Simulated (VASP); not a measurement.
# I (Fm-3m) in VASP: single point with LDA

Aim: the single point of I with LDA.

Program: VASP 6.6.1. These are calculated values, not measurements. Logs are shortened: lines on timing, memory, paths and dates and some standing lists are left out, and cuts for length are marked.

### 1 The cell of the first run

It takes space group Fm-3m (No. 225, cubic). The conventional cell has a = 4.998 Å, b = 4.998 Å, c = 4.998 Å, α = 90.00°, β = 90.00°, γ = 90.00°. I (site symmetry m-3m) has 12 I at 3.53 Å within 4.6 Å.

### 2 Single point, LDA

File INCAR:

```
PREC = Accurate ; ENCUT = 520
EDIFF = 1E-6 ; ISMEAR = -1
SIGMA = 0.13605693000000002 ; LREAL = F
LASPH = T ; NELM = 80
ALGO = Normal ; ISIF = 2
LWAVE = F ; LCHARG = T
LELF = T ; LVHAR = T
NBANDS = 10
```

File KPOINTS:

```
regular mesh
0
Gamma
  11 11 11
```

File POSCAR:

```
I
1.0
    0.0000000000      2.4991730598      2.4991730598
    2.4991730598      0.0000000000      2.4991730598
    2.4991730598      2.4991730598      0.0000000000
I
1
Direct
    0.0000000000      0.0000000000      0.0000000000
```

Potentials or basis: VASP PAW LDA potentials, release 64 (I).

On the command line:

```console
cat potpaw_LDA.64/I/POTCAR > POTCAR
mpirun -np 1 vasp_std > vasp.out
```

OUTCAR:

```text
PREC = Accurate
   ENCUT = 520
   EDIFF = 1E-6
   ISMEAR = -1
   LREAL = F
   LASPH = T
   NELM = 80
   ISIF = 2

 ion  position               nearest neighbor table
   1  0.000  0.000  0.000-

  LATTYP: Found a face centered cubic cell.
 ALAT       =     4.9983461196

  Lattice vectors:

 A1 = (   0.0000000000,   2.4991730598,   2.4991730598)
 A2 = (   2.4991730598,   0.0000000000,   2.4991730598)
 A3 = (   2.4991730598,   2.4991730598,   0.0000000000)

Analysis of symmetry for initial positions (statically):
=====================================================================
 Subroutine PRICEL returns:
 Original cell was already a primitive cell.

 Routine SETGRP: Setting up the symmetry group for a
 face centered cubic supercell.

 Subroutine GETGRP returns: Found 48 space group operations
 (whereof 48 operations were pure point group operations)
 out of a pool of 48 trial point group operations.

The static configuration has the point symmetry O_h .

Analysis of symmetry for dynamics (positions and initial velocities):
=====================================================================
 Subroutine PRICEL returns:
 Original cell was already a primitive cell.

 Routine SETGRP: Setting up the symmetry group for a
 face centered cubic supercell.

 Subroutine GETGRP returns: Found 48 space group operations
 (whereof 48 operations were pure point group operations)
 out of a pool of 48 trial point group operations.

The dynamic configuration has the point symmetry O_h .

 Subroutine INISYM returns: Found 48 space group operations
 (whereof 48 operations are pure point group operations),
 and found     1 'primitive' translations

----------------------------------------------------------------------------------------

                                     Primitive cell

  volume of cell :      31.2190

  direct lattice vectors                    reciprocal lattice vectors
     0.000000000  2.499173060  2.499173060    -0.200066177  0.200066177  0.200066177
     2.499173060  0.000000000  2.499173060     0.200066177 -0.200066177  0.200066177
     2.499173060  2.499173060  0.000000000     0.200066177  0.200066177 -0.200066177

  length of vectors
     3.534364436  3.534364436  3.534364436     0.346524784  0.346524784  0.346524784

  position of ions in fractional coordinates (direct lattice)
     0.000000000  0.000000000  0.000000000

  ion indices of the primitive-cell ions
   primitive index   ion index
                 1           1

----------------------------------------------------------------------------------------

 KPOINTS: regular mesh

Automatic generation of k-mesh.
 Grid dimensions read from file:
 generate k-points for:   11   11   11

 Generating k-lattice:

  Cartesian coordinates                     Fractional coordinates (reciprocal lattice)
    -0.018187834  0.018187834  0.018187834     0.090909091  0.000000000  0.000000000
     0.018187834 -0.018187834  0.018187834     0.000000000  0.090909091  0.000000000
     0.018187834  0.018187834 -0.018187834     0.000000000  0.000000000  0.090909091

  Length of vectors
     0.031502253  0.031502253  0.031502253

  Shift w.r.t. Gamma in fractional coordinates (k-lattice)
     0.000000000  0.000000000  0.000000000

 Subroutine IBZKPT returns following result:
 ===========================================

 Found     56 irreducible k-points:

 Following reciprocal coordinates:
            Coordinates               Weight
  0.000000  0.000000  0.000000      1.000000
  0.090909  0.000000  0.000000      8.000000
  0.181818  0.000000  0.000000      8.000000
  0.272727  0.000000  0.000000      8.000000
  0.363636  0.000000  0.000000      8.000000
  0.454545  0.000000  0.000000      8.000000
[... 16 lines left out ...]
 -0.272727  0.181818  0.000000     24.000000
 -0.181818  0.181818  0.000000     12.000000
 [... further k-points ...]
   k-points           NKPTS =     56   k-points in BZ     NKDIM =     56   number of bands    NBANDS=     10
   number of dos      NEDOS =    301   number of ions     NIONS =      1
   total plane-waves  NPLWV =  21952
   dimension x,y,z NGX =    28 NGY =   28 NGZ =   28
   dimension x,y,z NGXF=    56 NGYF=   56 NGZF=   56
   ions per type =               1
   NGX,Y,Z   is equivalent  to a cutoff of  13.17, 13.17, 13.17 a.u.
   NGXF,Y,Z  is equivalent  to a cutoff of  26.34, 26.34, 26.34 a.u.
 SYSTEM =  unknown system
   PREC   = accura    normal or accurate (medium, high low for compatibility)
   ISTART =      0    job   : 0-new  1-cont  2-samecut
   ICHARG =      2    charge: 1-file 2-atom 10-const
   ISPIN  =      1    spin polarized calculation?
   LNONCOLLINEAR =      F non collinear calculations
   LSORBIT =      F    spin-orbit coupling
   LASPH  =      T    aspherical Exc in radial PAW
   ENCUT  =  520.0 eV  38.22 Ry    6.18 a.u.   6.57  6.57  6.57*2*pi/ulx,y,z
   NELM   =     80;   NELMIN=  2; NELMDL= -5     # of ELM steps
   EDIFF  = 0.1E-05   stopping-criterion for ELM
   LREAL  =      F    real-space projection
   EDIFFG = 0.1E-04   stopping-criterion for IOM
   NSW    =      0    number of steps for IOM
   IBRION =     -1    ionic relax: 0-MD 1-quasi-New 2-CG
   NFREE  =      0    steps in history (QN), initial steepest desc. (CG)
   ISIF   =      2    stress and relaxation
   ISYM   =      2    0-nonsym 1-usesym 2-fastsym
   POTIM  = 0.5000    time-step for ionic-motion
   TEBEG  =    0.0;   TEEND  =   0.0 temperature during run
   PSTRESS=    0.0 pullay stress
   NELECT =       7.0000    total number of electrons
   NUPDOWN=      -1.0000    fix difference up-down
   EMIN   =  10.00;   EMAX   =-10.00  energy-range for DOS
   EFERMI =   0.00;   METHOD = LEGACY
   ISMEAR =    -1;   SIGMA  =   0.14  broadening in eV -4-tet -1-fermi 0-gaus
   EFERMI_NEDOS =   21; number of points for ismear=-14 and -15
   IALGO  =     38    algorithm
   IMIX   =      4    mixing-type and parameters
     AMIX     =   0.40;   BMIX     =  1.00
     AMIX_MAG =   1.60;   BMIX_MAG =  1.00
  volume/ion in A,a.u.               =      31.22       210.68
  Fermi-wavevector in a.u.,A,eV,Ry     =   0.994568  1.879461 13.458416  0.989166
  Thomas-Fermi vector in A             =   2.126528
   LORBIT       =      0    0 simple, 1 ext, 2 COOP (PROOUT), +10 PAW based schemes
   GGA     = CA    functional components
   LHFCALC =     F    Hartree Fock is set to
   AEXX    =    0.0000 exact exchange contribution
   IVDW    =     0    specifies the selected vdW correction
   LEPSILON=     F    determine dielectric tensor
   LRPA    =     F    only Hartree local field effects (RPA)
 non-spin polarized calculation
  energy-cutoff  :      520.00
  volume of cell :       31.22
 maximum number of plane-waves:       869
   NGX = 13   NGY = 13   NGZ = 13

 number of electron       7.0000000 magnetization

 Free energy of the ion-electron system (eV)
  ---------------------------------------------------
  ext. energy  EPLUGINS =         0.00000000
  ---------------------------------------------------
  free energy    TOTEN  =        -1.73177879 eV

  energy without entropy =       -1.65683804  energy(sigma->0) =       -1.69430841

 E-fermi :   5.8642     XC(G=0):  -9.8758

 val. band max:        5.7811392150   @ k =  -0.4545   0.1818   0.0909
 cond. band min:       5.9313358759   @ k =  -0.2727   0.2727   0.0000
 fundamental gap:      0.1501966609
 Fermi energy:         5.8642306473

 k-point     1 :       0.0000    0.0000    0.0000
  band No.  band energies     occupation
      1      -8.3674      2.00000
      2       7.1140      0.00021
      3       7.1140      0.00021
      4       7.1140      0.00021
      5      13.5886      0.00000
      6      15.4885      0.00000
      7      15.4885      0.00000
      8      15.4885      0.00000
      9      17.3326      0.00000
     10      19.6851      0.00000

 k-point     2 :       0.0909    0.0000    0.0000
  band No.  band energies     occupation
      1      -8.2596      2.00000
      2       6.3218      0.06694
      3       7.0280      0.00039
      4       7.0280      0.00039
      5      13.9990      0.00000
      6      15.0994      0.00000
      7      15.6874      0.00000
      8      15.6874      0.00000
      9      18.4822      0.00000
     10      18.8226      0.00000

 k-point     3 :       0.1818    0.0000    0.0000
  band No.  band energies     occupation
      1      -7.9485      2.00000
      2       4.6559      1.99972
      3       6.8136      0.00186
      4       6.8136      0.00186
      5      13.5411      0.00000
      6      15.9739      0.00000
      7      15.9739      0.00000
      8      16.2634      0.00000
      9      18.1756      0.00000
     10      18.1756      0.00000

 k-point     4 :       0.2727    0.0000    0.0000
  band No.  band energies     occupation
      1      -7.4779      2.00000
      2       2.8972      2.00000
      3       6.5619      0.01179
      4       6.5619      0.01179
      5      12.9457      0.00000
      6      15.6685      0.00000
      7      15.6685      0.00000
      8      17.5334      0.00000
      9      18.5687      0.00000
     10      18.8254      0.00000
[... 222 lines left out ...]
 k-point    22 :      -0.3636    0.1818    0.0000
  band No.  band energies     occupation
      1      -6.4107      2.00000
      2       1.1833      2.00000
      3       4.1692      1.99999
      4       5.9812      0.59479
      5      12.8747      0.00000
      6      14.8508      0.00000
      7      16.0684      0.00000
      8      18.7325      0.00000
      9      19.7256      0.00000
     10      20.6910      0.00000

 k-point    23 :      -0.2727    0.1818    0.0000
  band No.  band energies     occupation
      1      -6.8320      2.00000
      2       2.1072      2.00000
      3       4.2812      1.99998
      4       6.3609      0.05064
      5      13.5854      0.00000
      6      14.9031      0.00000
      7      16.1250      0.00000
      8      17.2116      0.00000
      9      17.9956      0.00000
     10      21.3310      0.00000

 k-point    24 :      -0.1818    0.1818    0.0000
  band No.  band energies     occupation
      1      -7.3192      2.00000
      2       3.1967      2.00000
      3       4.8683      1.99868
      4       6.7151      0.00384
      5      14.5120      0.00000
      6      14.7544      0.00000
      7      16.0334      0.00000
      8      16.4127      0.00000
      9      16.7908      0.00000
     10      21.9503      0.00000

 [... further k-points ...]

------------------------ aborting loop because EDIFF is reached ----------------------------------------

  FORCE on cell =-STRESS in cart. coord.  units (eV):
  Direction    XX          YY          ZZ          XY          YZ          ZX
  --------------------------------------------------------------------------------------
  -------------------------------------------------------------------------------------
  Total       -0.0147236     -0.0147236     -0.0147236      0.0000000      0.0000000      0.0000000
  in kB       -0.7556227     -0.7556227     -0.7556227      0.0000000      0.0000000      0.0000000
  external PRESSURE =      -0.7556227 kB  Pullay stress =       0.0000000 kB

 VOLUME and BASIS-vectors are now :
 -----------------------------------------------------------------------------
  energy-cutoff  :      520.00
  volume of cell :       31.22
      direct lattice vectors                 reciprocal lattice vectors
     0.000000000  2.499173060  2.499173060    -0.200066177  0.200066177  0.200066177
     2.499173060  0.000000000  2.499173060     0.200066177 -0.200066177  0.200066177
     2.499173060  2.499173060  0.000000000     0.200066177  0.200066177 -0.200066177

 POSITION                                       TOTAL-FORCE (eV/Angst)
 -----------------------------------------------------------------------------------
      0.00000      0.00000      0.00000        -0.000000      0.000000     -0.000000
 -----------------------------------------------------------------------------------
    total drift:                                0.000000      0.000000      0.000000

  FREE ENERGIE OF THE ION-ELECTRON SYSTEM (eV)
  ---------------------------------------------------
  free  energy   TOTEN  =        -1.7317787853 eV

  energy  without entropy=       -1.6568380423  energy(sigma->0) =       -1.69430841
```

Wall time 20 s (1 thread of Intel Xeon 8259CL, shared host); peak memory 0.15 GiB.

What came out:

```yaml
Free_energy: -1.7318 eV
Pressure: -0.1 GPa
Band_gap_on_the_k_mesh: zero (an odd number of electrons rules out a gap without spin polarisation)
```

Caveat: spin-orbit coupling is left out, which moves the levels of the heavy elements; an odd number of electrons without spin polarisation forces a metal; a magnetic or distorted state may lie lower.
